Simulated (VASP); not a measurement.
## Sb: single point with PBE0

Sb:

```
Sb
1.0
     2.18255    1.26009    3.80745
    -2.18255    1.26009    3.80745
     0.00000   -2.52019    3.80745
Sb
2
Direct
  0.76651 0.76651 0.76651
  0.23349 0.23349 0.23349
```

| Quantity | Value |
| --- | --- |
| Program | VASP 6.6.1 |
| Task | single point |
| Functional | PBE0 |
| Potentials or basis | VASP PAW PBE potentials, release 64 (Sb) |
| Cutoff | 520 eV |
| k mesh | 4 × 4 × 4 |
| Occupations | fermi-dirac, width 0.05 eV |
| Spin | no spin polarisation |

```
Pressure               : -2.5 GPa
Largest force          : 0.651 eV/Å
Band gap on the k mesh : 0.97 eV (least direct gap 1.02 eV)
```

Forces on the atoms (eV/Å):
```
Sb   0.000  0.000  0.651
Sb   0.000  0.000 -0.651
```

Levels at points of the mesh, in eV from the valence-band top:
```csv
k point,band 3,band 4,band 5,band 6,band 7,band 8
"(0.00, 0.00, 0.00)",-2.00,-1.72,-1.72,3.45,4.14,4.14
"(0.50, 0.00, 0.00)",-1.87,-1.73,-0.05,0.97,1.43,1.74
"(0.50, 0.50, 0.00)",-5.65,-3.82,-3.71,2.95,6.48,7.09
"(0.50, 0.50, 0.50)",-1.19,-1.19,0.00,1.32,1.32,2.14
```

Run time: 27 min on 1 thread of Intel Xeon 8259CL, with other jobs on the host, peak memory 0.22 GiB.

Caveat: the k points lie up to 0.44 Å⁻¹ apart; the PAW data sets were made with another functional, which shifts forces and pressure a little; spin-orbit coupling is left out, which moves the levels of the heavy elements. A k mesh can miss the band edges.
